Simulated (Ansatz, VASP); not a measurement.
## One calculation of Ir, two programs

Contents of INCAR:

```
SYSTEM = Ir
PREC = Accurate
ENCUT = 520
EDIFF = 1E-6
ISMEAR = -1
SIGMA = 0.05
LREAL = .False.
LASPH = .True.
NELM = 150
ALGO = Normal
ISIF = 2
LWAVE = .False.
LCHARG = .False.
ISPIN = 2
MAGMOM = 1
LORBIT = 11
LMAXMIX = 4
GGA = B5
ALDAX = 1.0
AGGAX = 1.0
AGGAC = 1.0
ALDAC = 0.0
NBANDS = 14
```

The input KPOINTS:

```
regular mesh
0
Gamma
  22 22 22
  0 0 0
```

POSCAR

```
Ir
1.0
    0.0000000000      2.0441797381      2.0441797381
    2.0441797381      0.0000000000      2.0441797381
    2.0441797381      2.0441797381      0.0000000000
Ir
1
Direct
    0.0000000000      0.0000000000      0.0000000000
```

Input for Ansatz:

```yaml
crystal:
  lattice:
    - [0.0, 2.0441797381, 2.0441797381]
    - [2.0441797381, 0.0, 2.0441797381]
    - [2.0441797381, 2.0441797381, 0.0]
  atoms:
    - { symbol: Ir, position: [0.0, 0.0, 0.0], spin: 1.0 }
hamiltonian:
  xc: blyp
  pseudopotentials:
    kind: paw
    azcp:
      Ir: "pseudopotentials/Ir.paw.azcp"
basis:
  ecutwfc: 420
  fft_grid_basis: typed
kpoints:
  mp_grid: { grid: [22, 22, 22], shift: [0, 0, 0] }
magnetization:
  spin_polarized: true
scf:
  occupations: { method: fermi_dirac, width: 0.05 }
output:
  stress: true
```

Alike in both runs: task single point; functional BLYP; k mesh 22 × 22 × 22; occupations fermi-dirac, width 0.05 eV; collinear spin.

|  | VASP | Ansatz |
| --- | --- | --- |
| version | VASP 6.6.1 | Ansatz 0.2.0 |
| potentials or method | VASP PAW PBE potentials, release 64 (Ir), cutoff 520 eV | plane waves (420 eV) with PAW, scalar-relativistic |
| valence electrons in the cell | 9 | 17 |

VASP gave:

```
pressure (GPa)           : -23.3
net moment per atom (μB) : 0.00
```

Task: Which values does Ansatz return?

Result: Pressure (GPa): -24.6; net moment per atom (μB): 0.00.

VASP's potentials were made for PBE, not for BLYP. With one functional, cell and mesh, what is left measures potentials, basis and numerics. VASP's potentials hold 9 valence electrons a cell and Ansatz's 17, so a difference there can come from the potentials and not from the codes. Ansatz's warnings: seeded moment not kept.

Spin-orbit coupling is off throughout.
